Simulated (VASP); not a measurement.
# Pd (Cmcm) in VASP: single point with LDA

Aim: the single point of Pd with LDA.

Everything below comes from runs of VASP 6.6.1. Logs are shortened: lines on timing, memory, paths and dates and some standing lists are left out, and cuts for length are marked.

## 1. The cell of the first run

The structure is orthorhombic, space group Cmcm (No. 63). The conventional cell has a = 3.281 Å, b = 10.298 Å, c = 4.348 Å, α = 90.00°, β = 90.00°, γ = 90.00°. Pd (site symmetry m2m) has 4 Pd at 2.85 to 3.28 Å within 3.7 Å.

## 2. Single point, LDA

Contents of INCAR:

```
SYSTEM = Pd
ALGO = Normal ; EDIFF = 1E-6
ENCUT = 500 ; GGA = CA
GGA_COMPAT = .False. ; ISIF = 2
ISMEAR = -1 ; LASPH = .True.
LCHARG = .False. ; LREAL = .False.
LWAVE = .False. ; NBANDS = 17
NELM = 120 ; PREC = Accurate
SIGMA = 0.1
```

Contents of KPOINTS:

```
k-points
0
Gamma
  7 7 5
  0 0 0
```

Contents of POSCAR:

```
Pd
1.0
    1.6404650000     -5.1490330000      0.0000000000
    1.6404650000      5.1490330000      0.0000000000
    0.0000000000      0.0000000000      4.3485000000
Pd
2
Direct
    0.5891540000      0.4108460000      0.7500000000
    0.4108460000      0.5891540000      0.2500000000
```

Potentials or basis: VASP PAW LDA potentials, release 64 (Pd).

Command:

```
cat potpaw_LDA.64/Pd/POTCAR > POTCAR
mpirun -np 1 vasp_std > vasp.out
```

OUTCAR:

```text
SYSTEM = Pd
   EDIFF = 1E-6
   ENCUT = 500
   GGA = CA
   ISIF = 2
   ISMEAR = -1
   LASPH = .True.
   LREAL = .False.
   NELM = 120
   PREC = Accurate

 ion  position               nearest neighbor table
   1  0.589  0.411  0.750-   2 2.85   2 2.85
   2  0.411  0.589  0.250-   1 2.85   1 2.85

  LATTYP: Found a base centered orthorhombic cell.
 ALAT       =     3.2809300000
 B/A-ratio  =     3.1387643138
 C/A-ratio  =     1.3253863996

  Lattice vectors:

 A1 = (   1.6404650000,  -5.1490330000,   0.0000000000)
 A2 = (   1.6404650000,   5.1490330000,   0.0000000000)
 A3 = (   0.0000000000,   0.0000000000,   4.3485000000)

Analysis of symmetry for initial positions (statically):
=====================================================================
 Subroutine PRICEL returns:
 Original cell was already a primitive cell.

 Routine SETGRP: Setting up the symmetry group for a
 base centered orthorhombic supercell.

 Subroutine GETGRP returns: Found  8 space group operations
 (whereof  4 operations were pure point group operations)
 out of a pool of  8 trial point group operations.

The static configuration has the point symmetry C_2h.
 The point group associated with its full space group is D_2h.

Analysis of symmetry for dynamics (positions and initial velocities):
=====================================================================
 Subroutine PRICEL returns:
 Original cell was already a primitive cell.

 Routine SETGRP: Setting up the symmetry group for a
 base centered orthorhombic supercell.

 Subroutine GETGRP returns: Found  8 space group operations
 (whereof  4 operations were pure point group operations)
 out of a pool of  8 trial point group operations.

The dynamic configuration has the point symmetry C_2h.
 The point group associated with its full space group is D_2h.

 Subroutine INISYM returns: Found  8 space group operations
 (whereof  4 operations are pure point group operations),
 and found     1 'primitive' translations

----------------------------------------------------------------------------------------

                                     Primitive cell

  volume of cell :      73.4619

  direct lattice vectors                    reciprocal lattice vectors
     1.640465000 -5.149033000  0.000000000     0.304791629 -0.097105612  0.000000000
     1.640465000  5.149033000  0.000000000     0.304791629  0.097105612  0.000000000
     0.000000000  0.000000000  4.348500000     0.000000000  0.000000000  0.229964356

  length of vectors
     5.404041659  5.404041659  4.348500000     0.319886600  0.319886600  0.229964356

  position of ions in fractional coordinates (direct lattice)
     0.589154000  0.410846000  0.750000000
     0.410846000  0.589154000  0.250000000

  ion indices of the primitive-cell ions
   primitive index   ion index
                 1           1
                 2           2

----------------------------------------------------------------------------------------

 KPOINTS: k-points

Automatic generation of k-mesh.
 Grid dimensions read from file:
 generate k-points for:    7    7    5

 Generating k-lattice:

  Cartesian coordinates                     Fractional coordinates (reciprocal lattice)
     0.043541661 -0.013872230  0.000000000     0.142857143  0.000000000  0.000000000
     0.043541661  0.013872230  0.000000000     0.000000000  0.142857143  0.000000000
     0.000000000  0.000000000  0.045992871     0.000000000  0.000000000  0.200000000

  Length of vectors
     0.045698086  0.045698086  0.045992871

  Shift w.r.t. Gamma in fractional coordinates (k-lattice)
     0.000000000  0.000000000  0.000000000

 Subroutine IBZKPT returns following result:
 ===========================================

 Found     48 irreducible k-points:

 Following reciprocal coordinates:
            Coordinates               Weight
  0.000000  0.000000  0.000000      1.000000
  0.142857  0.000000  0.000000      4.000000
  0.285714  0.000000  0.000000      4.000000
  0.428571  0.000000  0.000000      4.000000
  0.142857  0.142857  0.000000      2.000000
  0.285714  0.142857  0.000000      4.000000
[... 16 lines left out ...]
  0.428571  0.142857  0.200000      8.000000
 -0.428571  0.142857  0.200000      8.000000
 [... further k-points ...]
   k-points           NKPTS =     48   k-points in BZ     NKDIM =     48   number of bands    NBANDS=     17
   number of dos      NEDOS =    301   number of ions     NIONS =      2
   total plane-waves  NPLWV =  51200
   dimension x,y,z NGX =    40 NGY =   40 NGZ =   32
   dimension x,y,z NGXF=    80 NGYF=   80 NGZF=   64
   ions per type =               2
   NGX,Y,Z   is equivalent  to a cutoff of  12.31, 12.31, 12.23 a.u.
   NGXF,Y,Z  is equivalent  to a cutoff of  24.61, 24.61, 24.47 a.u.
 SYSTEM =  Pd
   PREC   = accura    normal or accurate (medium, high low for compatibility)
   ISTART =      0    job   : 0-new  1-cont  2-samecut
   ICHARG =      2    charge: 1-file 2-atom 10-const
   ISPIN  =      1    spin polarized calculation?
   LNONCOLLINEAR =      F non collinear calculations
   LSORBIT =      F    spin-orbit coupling
   LASPH  =      T    aspherical Exc in radial PAW
   ENCUT  =  500.0 eV  36.75 Ry    6.06 a.u.   9.85  9.85  7.93*2*pi/ulx,y,z
   NELM   =    120;   NELMIN=  2; NELMDL= -5     # of ELM steps
   EDIFF  = 0.1E-05   stopping-criterion for ELM
   LREAL  =      F    real-space projection
   EDIFFG = 0.1E-04   stopping-criterion for IOM
   NSW    =      0    number of steps for IOM
   IBRION =     -1    ionic relax: 0-MD 1-quasi-New 2-CG
   NFREE  =      0    steps in history (QN), initial steepest desc. (CG)
   ISIF   =      2    stress and relaxation
   ISYM   =      2    0-nonsym 1-usesym 2-fastsym
   POTIM  = 0.5000    time-step for ionic-motion
   TEBEG  =    0.0;   TEEND  =   0.0 temperature during run
   PSTRESS=    0.0 pullay stress
   NELECT =      20.0000    total number of electrons
   NUPDOWN=      -1.0000    fix difference up-down
   EMIN   =  10.00;   EMAX   =-10.00  energy-range for DOS
   EFERMI =   0.00;   METHOD = LEGACY
   ISMEAR =    -1;   SIGMA  =   0.10  broadening in eV -4-tet -1-fermi 0-gaus
   EFERMI_NEDOS =   21; number of points for ismear=-14 and -15
   IALGO  =     38    algorithm
   IMIX   =      4    mixing-type and parameters
     AMIX     =   0.40;   BMIX     =  1.00
     AMIX_MAG =   1.60;   BMIX_MAG =  1.00
  volume/ion in A,a.u.               =      36.73       247.87
  Fermi-wavevector in a.u.,A,eV,Ry     =   1.061038  2.005070 15.317451  1.125801
  Thomas-Fermi vector in A             =   2.196440
   LORBIT       =      0    0 simple, 1 ext, 2 COOP (PROOUT), +10 PAW based schemes
   GGA     = CA    functional components
   LHFCALC =     F    Hartree Fock is set to
   AEXX    =    0.0000 exact exchange contribution
   IVDW    =     0    specifies the selected vdW correction
   LEPSILON=     F    determine dielectric tensor
   LRPA    =     F    only Hartree local field effects (RPA)
 non-spin polarized calculation
  energy-cutoff  :      500.00
  volume of cell :       73.46
 maximum number of plane-waves:      1886
   NGX = 19   NGY = 19   NGZ = 15

 number of electron      20.0000001 magnetization

 Free energy of the ion-electron system (eV)
  ---------------------------------------------------
  ext. energy  EPLUGINS =         0.00000000
  ---------------------------------------------------
  free energy    TOTEN  =        -7.80374414 eV

  energy without entropy =       -7.59723206  energy(sigma->0) =       -7.70048810

 E-fermi :   0.3611     XC(G=0):  -8.4809

 val. band max:        0.3606962229   @ k =   0.2857   0.2857   0.0000
 cond. band min:       0.3646790993   @ k =   0.4286   0.1429   0.2000
 fundamental gap:      0.0039828764
 Fermi energy:         0.3610834516

 k-point     1 :       0.0000    0.0000    0.0000
  band No.  band energies     occupation
      1      -2.3918      2.00000
      2      -1.5854      2.00000
      3      -1.4956      2.00000
      4      -1.4751      2.00000
      5      -1.0475      2.00000
      6      -0.4205      1.99919
[... 9 lines left out ...]
     16      12.1206      0.00000
     17      12.4290      0.00000

 k-point     2 :       0.1429    0.0000    0.0000
  band No.  band energies     occupation
      1      -2.0802      2.00000
      2      -1.5537      2.00000
      3      -1.4444      2.00000
      4      -1.3127      2.00000
      5      -0.8071      1.99998
      6      -0.5854      1.99985
[... 9 lines left out ...]
     16      10.5502      0.00000
     17      11.7667      0.00000

 k-point     3 :       0.2857    0.0000    0.0000
  band No.  band energies     occupation
      1      -1.5430      2.00000
      2      -1.4800      2.00000
      3      -1.3251      2.00000
      4      -0.9127      1.99999
      5      -0.8925      1.99999
      6      -0.4685      1.99950
[... 9 lines left out ...]
     16       9.0502      0.00000
     17      10.1247      0.00000

 k-point     4 :       0.4286    0.0000    0.0000
  band No.  band energies     occupation
      1      -1.4154      2.00000
      2      -1.3031      2.00000
      3      -1.2222      2.00000
      4      -1.1460      2.00000
      5      -1.0692      2.00000
      6      -0.5632      1.99981
[... 9 lines left out ...]
     16       9.1393      0.00000
     17      11.2144      0.00000
[... 343 lines left out ...]
      1      -1.4222      2.00000
      2      -1.2819      2.00000
      3      -1.1740      2.00000
      4      -1.1449      2.00000
      5      -1.0104      2.00000
      6      -0.4752      1.99953
[... 9 lines left out ...]
     16       8.2585      0.00000
     17      10.6924      0.00000

 k-point    23 :       0.4286    0.1429    0.2000
  band No.  band energies     occupation
      1      -1.4168      2.00000
      2      -1.2924      2.00000
      3      -1.1877      2.00000
      4      -1.0706      2.00000
      5      -1.0093      2.00000
      6      -0.5016      1.99964
[... 9 lines left out ...]
     16       8.6646      0.00000
     17      10.6159      0.00000

 k-point    24 :      -0.4286    0.1429    0.2000
  band No.  band energies     occupation
      1      -1.4707      2.00000
      2      -1.3014      2.00000
      3      -1.1332      2.00000
      4      -0.9527      2.00000
      5      -0.9438      2.00000
      6      -0.4197      1.99919
[... 9 lines left out ...]
     16      10.2760      0.00000
     17      10.5270      0.00000

 [... further k-points ...]
[... 5 lines left out ...]
  --------------------------------------------------------------------------------------
  -------------------------------------------------------------------------------------
  Total       -6.6552773     -4.8878732     -6.0054893      0.0000000     -0.0000000      0.0000000
  in kB     -145.1491925   -106.6027467   -130.9775512      0.0000000     -0.0000000      0.0000000
  external PRESSURE =    -127.5764968 kB  Pullay stress =       0.0000000 kB

 VOLUME and BASIS-vectors are now :
 -----------------------------------------------------------------------------
  energy-cutoff  :      500.00
  volume of cell :       73.46
      direct lattice vectors                 reciprocal lattice vectors
     1.640465000 -5.149033000  0.000000000     0.304791629 -0.097105612  0.000000000
     1.640465000  5.149033000  0.000000000     0.304791629  0.097105612  0.000000000
     0.000000000  0.000000000  4.348500000     0.000000000  0.000000000  0.229964356

 POSITION                                       TOTAL-FORCE (eV/Angst)
 -----------------------------------------------------------------------------------
      1.64047     -0.91811      3.26137         0.000000      1.281773     -0.000000
      1.64047      0.91811      1.08712         0.000000     -1.281773      0.000000
 -----------------------------------------------------------------------------------
    total drift:                                0.000000     -0.000000      0.000000

  FREE ENERGIE OF THE ION-ELECTRON SYSTEM (eV)
  ---------------------------------------------------
  free  energy   TOTEN  =        -7.8037441405 eV

  energy  without entropy=       -7.5972320628  energy(sigma->0) =       -7.70048810
```

Wall time 38 s (1 thread of AMD EPYC 7R43 (Zen 3), shared host); peak memory 0.17 GiB.

What came out:

| Property | Result |
| --- | --- |
| Free energy | -7.8037 eV |
| Pressure | -12.8 GPa |
| Largest force | 1.282 eV/Å |
| Band gap on the k mesh | zero (band 10 reaches 0.37 eV, above the bottom of band 11 at 0.17 eV) |

Forces on the atoms (eV/Å):
```
Pd   0.000  1.282  0.000
Pd   0.000 -1.282  0.000
```

Levels at points of the mesh, in eV from the Fermi level:
| k point | band 8 | band 9 | band 10 | band 11 | band 12 | band 13 |
| --- | --- | --- | --- | --- | --- | --- |
| (0.00, 0.00, 0.00) | -0.36 | -0.33 | -0.21 | -0.04 | 3.98 | 4.07 |

Caveat: forces of over 1 eV/Å act on the atoms, so gaps and moduli don't describe the material at rest.
